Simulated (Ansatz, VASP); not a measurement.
**One calculation of ReBi, two programs**

Contents of INCAR:

```
SYSTEM = ReBi
  PREC = Accurate
  ENCUT = 520
  EDIFF = 1E-7
  ISMEAR = 1
  SIGMA = 0.15
  LREAL = .FALSE.
  LASPH = .TRUE.
  NELM = 80
  ALGO = Normal
  ISIF = 2
  LWAVE = .FALSE.
  LCHARG = .TRUE.
  GGA = PE
  LELF = .TRUE.
  LVHAR = .TRUE.
  NBANDS = 18
```

File KPOINTS:

```
regular mesh
0
G
  11 11 11
  0 0 0
```

The input POSCAR:

```
ReBi
1.0
    0.0000000000      2.9829166390      2.9829166390
    2.9829166390      0.0000000000      2.9829166390
    2.9829166390      2.9829166390      0.0000000000
Re Bi
1 1
Direct
    0.0000000000      0.0000000000      0.0000000000
    0.2500000000      0.2500000000      0.2500000000
```

Input for Ansatz:

```yaml
crystal:
  lattice:
    - [0.0, 2.982916639, 2.982916639]
    - [2.982916639, 0.0, 2.982916639]
    - [2.982916639, 2.982916639, 0.0]
  atoms:
    - { symbol: Re, position: [0.0, 0.0, 0.0] }
    - { symbol: Bi, position: [0.25, 0.25, 0.25] }
kpoints:
  mp_grid: { grid: [11, 11, 11] }
scf:
  occupations: { method: cold, width: 0.15 }
hamiltonian:
  xc: pbe
  pseudopotentials: { kind: all_electron, lapw: { basis_error: 0.001 } }
output:
  forces: true
  stress: true
  eigenvalues: true
  populations: true
```

Alike in both runs: task single point; functional PBE; k mesh 11 × 11 × 11; no spin polarisation.

|  | VASP | Ansatz |
| --- | --- | --- |
| version | VASP 6.6.1 | Ansatz 0.2.0 |
| potentials or method | VASP PAW PBE potentials, release 64 (Re, Bi_d), cutoff 520 eV | all-electron LAPW, scalar-relativistic |
| occupations | methfessel-paxton of order 1, width 0.15 eV | cold, width 0.15 eV |

|  | VASP | Ansatz | Ansatz less VASP |
| --- | --- | --- | --- |
| gap on the k mesh at the Fermi level (eV) | none | none | - |
| pressure (GPa) | 13.6 | 13.4 | -0.18 |

A gap of «none» marks a metal or a gap that the smearing closes. Ansatz ran all-electron here, and VASP with PAW potentials.

Spin-orbit coupling is off throughout.
